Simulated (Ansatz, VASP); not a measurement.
# Two plane-wave programs on F

```
F
1.0
     2.68779   -1.77823    0.28365
     2.68779    1.77823    0.28365
    -0.82515    0.00000    6.69855
F
4
Direct
  0.91386 0.58555 0.09393
  0.41445 0.08614 0.40607
  0.08614 0.41445 0.90607
  0.58555 0.91386 0.59393
```

Change from the starting cell: volume 16.216 Å^3 an atom, stretch along a over the lengths across it, relative to the relaxed cell 0.9607.

Alike in both runs: task single point; functional PBE; dispersion D3(BJ); k mesh 8 × 8 × 4; occupations gaussian, width 0.05 eV; no spin polarisation.

```csv
,VASP,Ansatz
version,VASP 6.6.1,Ansatz 0.2.0
potentials or method,"VASP PAW PBE potentials, release 64 (F), cutoff 520 eV","scalar-relativistic, plane waves, PAW"
valence electrons in the cell,28,28
```

|  | VASP | Ansatz | Ansatz less VASP |
| --- | --- | --- | --- |
| gap on the k mesh at the Fermi level (eV) | 3.04 | 3.11 | +0.075 |
| least direct gap on the mesh (eV) | 3.04 | 3.11 | +0.075 |
| pressure (GPa) | 1.4 | 1.1 | -0.36 |
| traceless stress, the component that is largest in VASP (GPa) | 2.37 | 1.09 | -1.280 |
| rms of the force components (eV/Å) | 0.430 | 0.205 | -0.2251 |

Atom by atom the forces differ by 0.225 eV/Å (rms over components).
